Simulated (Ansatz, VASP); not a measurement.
# One calculation of TiO2, two programs

POSCAR

```
TiO2
1.0
    4.5030137539      0.0000000000      0.0000000000
    0.0000000000      4.5030137539      0.0000000000
    0.0000000000      0.0000000000      2.8931990959
Ti O
2 4
Direct
    0.0000000000      0.0000000000      0.0000000000
    0.5000000000      0.5000000000      0.5000000000
    0.3046432207      0.3046432207      0.0000000000
    0.1953567793      0.8046432207      0.5000000000
    0.8046432207      0.1953567793      0.5000000000
    0.6953567793      0.6953567793      0.0000000000
```

File INCAR.step1:

```
PREC = Accurate ; ENCUT = 520
ISMEAR = 0 ; SIGMA = 0.01
LREAL = F ; LASPH = T
NELM = 80 ; NBANDS = 33
GGA = PE ; ALGO = Normal
EDIFF = 1E-4 ; LWAVE = T
LCHARG = F
```

Contents of INCAR.step2:

```
PREC = Accurate ; ENCUT = 520
EDIFF = 1E-7 ; ISMEAR = 0
SIGMA = 0.01 ; LREAL = F
LASPH = T ; NELM = 80
ALGO = Normal ; ISIF = 2
LWAVE = F ; LCHARG = T
METAGGA = R2SCAN ; LMIXTAU = T
LELF = T ; LVHAR = T
NBANDS = 33 ; ISTART = 1
```

KPOINTS

```
Automatic mesh
0
Gamma
  4 4 8
```

Input for Ansatz:

```yaml
crystal:
  lattice:
    - [4.5030137539, 0.0, 0.0]
    - [0.0, 4.5030137539, 0.0]
    - [0.0, 0.0, 2.8931990959]
  atoms:
    - { symbol: Ti, position: [0.0, 0.0, 0.0] }
    - { symbol: Ti, position: [0.5, 0.5, 0.5] }
    - { symbol: O, position: [0.3046432207, 0.3046432207, 0.0] }
    - { symbol: O, position: [0.1953567793, 0.8046432207, 0.5] }
    - { symbol: O, position: [0.8046432207, 0.1953567793, 0.5] }
    - { symbol: O, position: [0.6953567793, 0.6953567793, 0.0] }
kpoints:
  mp_grid: { grid: [4, 4, 8] }
hamiltonian:
  xc: r2scan
scf:
  occupations: { method: fixed }
  n_extra_bands: 5
output:
  forces: true
  stress: true
  eigenvalues: true
```

Alike in both runs: task single point; functional r2SCAN; k mesh 4 × 4 × 8; no spin polarisation.

|  | VASP | Ansatz |
| --- | --- | --- |
| version | VASP 6.6.1 | Ansatz 0.2.0 |
| potentials or method | VASP PAW PBE potentials, release 64 (Ti_sv, O) | plane waves, PAW |
| plane-wave cutoff (eV) | 520 | 500 |
| occupations | gaussian, width 0.01 eV | fixed |
| valence electrons in the cell | 48 | 48 |

|  | VASP | Ansatz | Ansatz less VASP |
| --- | --- | --- | --- |
| gap on the k mesh at the Fermi level (eV) | 2.40 | 2.39 | -0.007 |
| pressure (GPa) | 19.3 | 17.8 | -1.50 |
| traceless stress, the component that is largest in VASP (GPa) | 3.65 | 3.12 | -0.528 |
| rms of the force components (eV/Å) | 0.180 | 0.163 | -0.0174 |

VASP's potentials were made for PBE, not for r2SCAN. Atom by atom the forces differ by 0.017 eV/Å (rms over components).
